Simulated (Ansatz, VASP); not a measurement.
**TiSeS3: VASP beside Ansatz**

The input INCAR:

```
  PREC = Accurate
  ENCUT = 520
  EDIFF = 1E-6
  ISMEAR = 0
  SIGMA = 0.1
  LREAL = False
  LASPH = True
  NELM = 150
  ALGO = Normal
  ISIF = 2
  LWAVE = False
  LCHARG = True
  ISPIN = 2
  MAGMOM = 1 0 0 0 0
  LORBIT = 11
  LMAXMIX = 4
  GGA = PE
  LELF = True
  LVHAR = True
  NBANDS = 30
```

File KPOINTS:

```
regular mesh
0
Gamma
  4 4 4
```

File POSCAR:

```
TiSeS3
1.0
    4.7872286500      0.0000000000      0.0000000000
    0.0000000000      4.7872286500      0.0000000000
    0.0000000000      0.0000000000      4.7872286500
Ti Se S
1 1 3
Direct
    0.5000000000      0.5000000000      0.5000000000
    0.0000000000      0.0000000000      0.0000000000
    0.0000000000      0.5000000000      0.5000000000
    0.5000000000      0.0000000000      0.5000000000
    0.5000000000      0.5000000000      0.0000000000
```

Input for Ansatz:

```yaml
crystal:
  lattice:
    - [4.78722865, 0.0, 0.0]
    - [0.0, 4.78722865, 0.0]
    - [0.0, 0.0, 4.78722865]
  atoms:
    - { symbol: Ti, position: [0.5, 0.5, 0.5], spin: 1.0 }
    - { symbol: Se, position: [0.0, 0.0, 0.0] }
    - { symbol: S, position: [0.0, 0.5, 0.5] }
    - { symbol: S, position: [0.5, 0.0, 0.5] }
    - { symbol: S, position: [0.5, 0.5, 0.0] }
basis:
  ecutwfc: 420
kpoints:
  mp_grid: { grid: [4, 4, 4] }
hamiltonian:
  xc: pbe
scf:
  occupations: { method: gaussian, width: 0.1 }
  lower_state_search: "off"
output:
  forces: true
  stress: true
  eigenvalues: true
  populations: true
magnetization:
  spin_polarized: true
```

Change from the starting cell: species swapped into the ZnAgF3 type (Pm-3m, No. 221).

Alike in both runs: task single point; functional PBE; k mesh 4 × 4 × 4; occupations gaussian, width 0.1 eV; collinear spin.

```csv
,VASP,Ansatz
version,VASP 6.6.1,Ansatz 0.2.0
potentials or method,"VASP PAW PBE potentials, release 64 (Ti_sv, Se, S), cutoff 520 eV","scalar-relativistic, plane waves, PAW"
valence electrons in the cell,36,46
```

|  | VASP | Ansatz | Ansatz less VASP |
| --- | --- | --- | --- |
| gap on the k mesh at the Fermi level (eV) | none | none | - |
| pressure (GPa) | -4.0 | -3.7 | +0.33 |
| net moment per atom (μB) | 0.00 | 0.15 | +0.149 |
| size of the moment on the site where the two differ most (μB) | 0.01 | 0.59 | +0.588 |

The net moments are unlike, so the other rows may belong to different states. Site moments also hang on the region over which each program counts them. A gap of «none» marks a metal or a gap that the smearing closes. VASP's potentials hold 36 valence electrons a cell and Ansatz's 46, so a difference there can come from the potentials and not from the codes.
